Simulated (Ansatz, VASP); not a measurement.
**Mg in VASP and in Ansatz**

```
Mg
1.0
     4.37495    0.00000    0.00000
     0.00000    4.37495    0.00000
     0.00000    0.00000    4.37495
Mg
3
Cartesian
  0.0000 2.1875 2.1875
  2.1875 0.0000 2.1875
  2.1875 2.1875 0.0000
```

Alike in both runs: functional PBE; k mesh 4 × 4 × 4; occupations gaussian, width 0.1 eV; no spin polarisation.

Ansatz relaxed the structure, and its values are those at the end. VASP's run is a single point on that final structure, the one shown.

```csv
,VASP,Ansatz
version,VASP 6.6.1,Ansatz 0.2.0
potentials or method,"VASP PAW PBE potentials, release 64 (Mg), cutoff 520 eV","scalar-relativistic, plane waves, PAW"
valence electrons in the cell,6,30
```

|  | VASP | Ansatz | Ansatz less VASP |
| --- | --- | --- | --- |
| gap on the k mesh at the Fermi level (eV) | none | none | - |
| pressure (GPa) | 0.1 | 0.1 | +0.07 |

A gap of «none» marks a metal or a gap that the smearing closes. VASP's potentials hold 6 valence electrons a cell and Ansatz's 30, so a difference there can come from the potentials and not from the codes.
